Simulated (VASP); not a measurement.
# Al in VASP: single point with PBE

Aim: the single point of Al with PBE.

Program: VASP 6.6.1. These are calculated values, not measurements. Logs are shortened: lines on timing, memory, paths and dates and some standing lists are left out, and cuts for length are marked.

### Step 1. The cell of the first run

The cell holds a slab with vacuum, 4 atoms: a = 3.003 Å, b = 3.003 Å, c = 32.081 Å, α = 90.00°, β = 90.00°, γ = 120.00°.

### Step 2. Single point, PBE

Input file INCAR:

```
SYSTEM = Al
PREC     = Accurate       ! precision mode
ENCUT    = 400            ! plane-wave cutoff, eV
EDIFF    = 1E-6           ! SCF threshold, eV
ISMEAR   = 1              ! smearing method
SIGMA    = 0.1            ! smearing width, eV
LREAL    = .FALSE.        ! projectors in reciprocal space
LASPH    = .TRUE.         ! aspherical terms in the spheres
NELM     = 120            ! most SCF steps
ALGO     = Normal         ! electronic algorithm
ISIF     = 2              ! what is computed and relaxed
LWAVE    = .FALSE.        ! write WAVECAR
LCHARG   = .FALSE.        ! write CHGCAR
LDIPOL   = .TRUE.       
IDIPOL   = 3            
DIPOL    = 0.5 0.5 0.703
GGA      = PE             ! functional
NBANDS   = 14             ! bands
GGA_COMPAT= .FALSE.      
NELMDL   = -8
```

Input file KPOINTS:

```
Automatic mesh
0
G
  15 15 1
  0 0 0
```

Input file POSCAR:

```
Al
1.0
    3.0028735933      0.0000000291      0.0000000000
   -1.5014368219      2.6005648016      0.0000000000
    0.0000000000      0.0000000000     32.0806504087
Al
4
Direct
    0.0000000000      1.0000000000      0.5982360371
    0.6666666667      0.3333333333      0.6685999296
    0.3333333333      0.6666666667      0.7371882271
    0.0000000000      1.0000000000      0.8072483398
```

Potentials or basis: VASP PAW PBE potentials, release 64 (Al).

Launch:

```sh
> cat potpaw_PBE.64/Al/POTCAR > POTCAR
> mpirun -np 1 vasp_std > vasp.out
```

OUTCAR:

```text
SYSTEM = Al
   PREC = Accurate
   ENCUT = 400
   EDIFF = 1E-6
   ISMEAR = 1
   LREAL = .FALSE.
   LASPH = .TRUE.
   NELM = 120
   ISIF = 2
   GGA = PE
   NELMDL = -8

 ion  position               nearest neighbor table
   1  0.000  0.000  0.598-   2 2.85   2 2.85   2 2.85
   2  0.667  0.333  0.669-   3 2.80   3 2.80   3 2.80   1 2.85   1 2.85   1 2.85
   3  0.333  0.667  0.737-   2 2.80   2 2.80   2 2.80   4 2.84   4 2.84   4 2.84
   4  0.000  0.000  0.807-   3 2.84   3 2.84   3 2.84

  LATTYP: Found a hexagonal cell.
 ALAT       =     3.0028735933
 C/A-ratio  =    10.6833169669

  Lattice vectors:

 A1 = (   3.0028735933,   0.0000000291,   0.0000000000)
 A2 = (  -1.5014368219,   2.6005648016,   0.0000000000)
 A3 = (   0.0000000000,   0.0000000000,  32.0806504087)

Analysis of symmetry for initial positions (statically):
=====================================================================
 Subroutine PRICEL returns:
 Original cell was already a primitive cell.

 Routine SETGRP: Setting up the symmetry group for a
 hexagonal supercell.

 Subroutine GETGRP returns: Found  6 space group operations
 (whereof  6 operations were pure point group operations)
 out of a pool of 24 trial point group operations.

The static configuration has the point symmetry C_3v.

Analysis of symmetry for dynamics (positions and initial velocities):
=====================================================================
 Subroutine PRICEL returns:
 Original cell was already a primitive cell.

 Routine SETGRP: Setting up the symmetry group for a
 hexagonal supercell.

 Subroutine GETGRP returns: Found  6 space group operations
 (whereof  6 operations were pure point group operations)
 out of a pool of 24 trial point group operations.

The dynamic configuration has the point symmetry C_3v.

 Subroutine INISYM returns: Found  6 space group operations
 (whereof  6 operations are pure point group operations),
 and found     1 'primitive' translations

----------------------------------------------------------------------------------------

                                     Primitive cell

  volume of cell :     250.5232

  direct lattice vectors                    reciprocal lattice vectors
     3.002873593  0.000000029  0.000000000     0.333014349  0.192265928  0.000000000
    -1.501436822  2.600564802  0.000000000    -0.000000004  0.384531850  0.000000000
     0.000000000  0.000000000 32.080650409     0.000000000  0.000000000  0.031171438

  length of vectors
     3.002873593  3.002873593 32.080650409     0.384531850  0.384531850  0.031171438

  position of ions in fractional coordinates (direct lattice)
     0.000000000  0.000000000  0.598236037
     0.666666667  0.333333333  0.668599930
     0.333333333  0.666666667  0.737188227
     0.000000000  0.000000000  0.807248340

  ion indices of the primitive-cell ions
   primitive index   ion index
                 1           1
                 2           2
                 3           3
                 4           4

----------------------------------------------------------------------------------------

 KPOINTS: Automatic mesh

Automatic generation of k-mesh.
 Grid dimensions read from file:
 generate k-points for:   15   15    1

 Generating k-lattice:

  Cartesian coordinates                     Fractional coordinates (reciprocal lattice)
     0.022200957  0.012817729  0.000000000     0.066666667  0.000000000  0.000000000
    -0.000000000  0.025635457  0.000000000     0.000000000  0.066666667  0.000000000
     0.000000000  0.000000000  0.031171438     0.000000000  0.000000000  1.000000000

  Length of vectors
     0.025635457  0.025635457  0.031171438

  Shift w.r.t. Gamma in fractional coordinates (k-lattice)
     0.000000000  0.000000000  0.000000000

 Subroutine IBZKPT returns following result:
 ===========================================

 Found     27 irreducible k-points:

 Following reciprocal coordinates:
            Coordinates               Weight
  0.000000  0.000000  0.000000      1.000000
  0.066667  0.000000  0.000000      6.000000
  0.133333  0.000000  0.000000      6.000000
  0.200000  0.000000  0.000000      6.000000
  0.266667  0.000000  0.000000      6.000000
  0.333333  0.000000  0.000000      6.000000
[... 16 lines left out ...]
  0.333333  0.200000  0.000000     12.000000
  0.400000  0.200000  0.000000      6.000000
 [... further k-points ...]
   k-points           NKPTS =     27   k-points in BZ     NKDIM =     27   number of bands    NBANDS=     14
   number of dos      NEDOS =    301   number of ions     NIONS =      4
   total plane-waves  NPLWV =  84000
   dimension x,y,z NGX =    20 NGY =   20 NGZ =  210
   dimension x,y,z NGXF=    40 NGYF=   40 NGZF=  420
   ions per type =               4
   NGX,Y,Z   is equivalent  to a cutoff of  11.07, 11.07, 10.88 a.u.
   NGXF,Y,Z  is equivalent  to a cutoff of  22.14, 22.14, 21.76 a.u.
 SYSTEM =  Al
   PREC   = accura    normal or accurate (medium, high low for compatibility)
   ISTART =      0    job   : 0-new  1-cont  2-samecut
   ICHARG =      2    charge: 1-file 2-atom 10-const
   ISPIN  =      1    spin polarized calculation?
   LNONCOLLINEAR =      F non collinear calculations
   LSORBIT =      F    spin-orbit coupling
   LASPH  =      T    aspherical Exc in radial PAW
   ENCUT  =  400.0 eV  29.40 Ry    5.42 a.u.   4.90  4.90 52.32*2*pi/ulx,y,z
   NELM   =    120;   NELMIN=  2; NELMDL= -8     # of ELM steps
   EDIFF  = 0.1E-05   stopping-criterion for ELM
   LREAL  =      F    real-space projection
   EDIFFG = 0.1E-04   stopping-criterion for IOM
   NSW    =      0    number of steps for IOM
   IBRION =     -1    ionic relax: 0-MD 1-quasi-New 2-CG
   NFREE  =      0    steps in history (QN), initial steepest desc. (CG)
   ISIF   =      2    stress and relaxation
   ISYM   =      2    0-nonsym 1-usesym 2-fastsym
   POTIM  = 0.5000    time-step for ionic-motion
   TEBEG  =    0.0;   TEEND  =   0.0 temperature during run
   PSTRESS=    0.0 pullay stress
   NELECT =      12.0000    total number of electrons
   NUPDOWN=      -1.0000    fix difference up-down
   EMIN   =  10.00;   EMAX   =-10.00  energy-range for DOS
   EFERMI =   0.00;   METHOD = LEGACY
   ISMEAR =     1;   SIGMA  =   0.10  broadening in eV -4-tet -1-fermi 0-gaus
   EFERMI_NEDOS =   21; number of points for ismear=-14 and -15
   IALGO  =     38    algorithm
   IMIX   =      4    mixing-type and parameters
     AMIX     =   0.40;   BMIX     =  1.00
     AMIX_MAG =   1.60;   BMIX_MAG =  1.00
  volume/ion in A,a.u.               =      62.63       422.65
  Fermi-wavevector in a.u.,A,eV,Ry     =   0.594547  1.123530  4.809465  0.353486
  Thomas-Fermi vector in A             =   1.644171
   LORBIT       =      0    0 simple, 1 ext, 2 COOP (PROOUT), +10 PAW based schemes
   GGA     = PE    functional components
   LHFCALC =     F    Hartree Fock is set to
   AEXX    =    0.0000 exact exchange contribution
   IVDW    =     0    specifies the selected vdW correction
   LEPSILON=     F    determine dielectric tensor
   LRPA    =     F    only Hartree local field effects (RPA)
 non-spin polarized calculation
 Methfessel and Paxton  Order N= 1 SIGMA  =   0.10
  energy-cutoff  :      400.00
  volume of cell :      250.52
 maximum number of plane-waves:      4623
 NGX is ok and might be reduce to    20
   NGX =  9   NGY =  9   NGZ =105

 dipolmoment           0.000000      0.000000     -0.003099 electrons x Angstroem

 number of electron      12.0000000 magnetization

 dipolmoment           0.000000      0.000000      0.000215 electrons x Angstroem

 Free energy of the ion-electron system (eV)
  ---------------------------------------------------
  ext. energy  EPLUGINS =         0.00000000
  ---------------------------------------------------
  free energy    TOTEN  =       -14.01301573 eV

  energy without entropy =      -14.01294213  energy(sigma->0) =      -14.01299120

 E-fermi :  -0.8795     XC(G=0):  -3.3680

 val. band max:       -0.8908713374   @ k =   0.3333   0.2000   0.0000
 cond. band min:      -0.8082297478   @ k =   0.3333   0.3333   0.0000
 fundamental gap:      0.0826415896
 Fermi energy:        -0.8794996037

 k-point     1 :       0.0000    0.0000    0.0000
  band No.  band energies     occupation
      1     -11.2135      2.00000
      2     -10.0130      2.00000
      3      -8.2985      2.00000
      4      -5.8393      2.00000
      5      -3.5204      2.00000
      6      -0.4319     -0.00000
      7       1.9121      0.00000
      8       2.9798      0.00000
      9       3.2449      0.00000
     10       3.7910      0.00000
     11       3.7952      0.00000
     12       4.8829      0.00000
     13       4.9796      0.00000
     14       6.4409      0.00000

 k-point     2 :       0.0667    0.0000    0.0000
  band No.  band energies     occupation
      1     -11.1165      2.00000
      2      -9.9166      2.00000
      3      -8.2029      2.00000
      4      -5.7436      2.00000
      5      -3.4297      2.00000
      6      -0.3415     -0.00000
      7       2.0029      0.00000
      8       3.0755      0.00000
      9       3.3429      0.00000
     10       3.8848      0.00000
     11       3.8920      0.00000
     12       4.9739      0.00000
     13       5.0706      0.00000
     14       6.4822      0.00000
[... 343 lines left out ...]
      1      -6.5339      2.00000
      2      -5.3669      2.00000
      3      -3.8025      2.00000
      4      -3.6709      2.00000
      5      -2.5621      2.00000
      6      -1.3323      2.00000
      7      -0.9414      1.85653
      8      -0.8909      1.19110
      9       0.2446     -0.00000
     10       0.9906     -0.00000
     11       1.5574      0.00000
     12       1.9950      0.00000
     13       3.7162      0.00000
     14       3.9950      0.00000

 k-point    24 :       0.4000    0.2000    0.0000
  band No.  band energies     occupation
      1      -5.2357      2.00000
      2      -5.2173      2.00000
      3      -4.1411      2.00000
      4      -4.0120      2.00000
      5      -2.5722      2.00000
      6      -2.1632      2.00000
      7      -1.1221      2.00320
      8      -0.3187     -0.00000
      9       0.3303     -0.00000
     10       0.3513     -0.00000
     11       1.6986      0.00000
     12       2.1389      0.00000
     13       2.5916      0.00000
     14       4.1122      0.00000

 [... further k-points ...]

------------------------ aborting loop because EDIFF is reached ----------------------------------------

 vacuum level on the upper side and lower side of the slab       (xc-potential included)        -0.017        -0.022

  FORCE on cell =-STRESS in cart. coord.  units (eV):
  Direction    XX          YY          ZZ          XY          YZ          ZX
  --------------------------------------------------------------------------------------
  -------------------------------------------------------------------------------------
  Total       -3.3102335     -3.3102335      0.3376047      0.0000000      0.0000000      0.0000000
  in kB      -21.1700221    -21.1700221      2.1590921      0.0000000      0.0000000      0.0000000
  external PRESSURE =     -13.3936507 kB  Pullay stress =       0.0000000 kB

 VOLUME and BASIS-vectors are now :
 -----------------------------------------------------------------------------
  energy-cutoff  :      400.00
  volume of cell :      250.52
      direct lattice vectors                 reciprocal lattice vectors
     3.002873593  0.000000029  0.000000000     0.333014349  0.192265928  0.000000000
    -1.501436822  2.600564802  0.000000000    -0.000000004  0.384531850  0.000000000
     0.000000000  0.000000000 32.080650409     0.000000000  0.000000000  0.031171438

 POSITION                                       TOTAL-FORCE (eV/Angst)
 -----------------------------------------------------------------------------------
      0.00000      0.00000     19.19180         0.000000     -0.000000     -0.006025
      1.50144      0.86685     21.44912        -0.000000      0.000000     -0.109208
     -0.00000      1.73371     23.64948        -0.000000     -0.000000      0.079860
      0.00000      0.00000     25.89705        -0.000000      0.000000      0.035373
 -----------------------------------------------------------------------------------
    total drift:                                0.000000     -0.000000     -0.000016

  FREE ENERGIE OF THE ION-ELECTRON SYSTEM (eV)
  ---------------------------------------------------
  free  energy   TOTEN  =       -14.0130157336 eV

  energy  without entropy=      -14.0129421285  energy(sigma->0) =      -14.01299120

 vacuum level on the upper side and lower side of the slab         3.205         3.200
```

Run time: 1.7 min. Hardware: 1 thread of AMD EPYC 9R45 (Zen 5), shared host; peak memory 0.25 GiB.

What came out:

```
Free energy            : -14.0130 eV
Largest force          : 0.109 eV/Å
Band gap on the k mesh : zero (band 6 reaches 0.59 eV, above the bottom of band 7 at -1.52 eV)
```

Forces in eV/Å, atoms in the order of the input:
```
Al   0.000  0.000 -0.006
Al   0.000  0.000 -0.109
Al   0.000  0.000  0.080
Al   0.000  0.000  0.035
```

Levels at points of the mesh, in eV from the Fermi level:
| k point | band 3 | band 4 | band 5 | band 6 | band 7 | band 8 | band 9 | band 10 |
| --- | --- | --- | --- | --- | --- | --- | --- | --- |
| (0.00, 0.00, 0.00) | -7.42 | -4.96 | -2.64 | 0.45 | 2.79 | 3.86 | 4.12 | 4.67 |
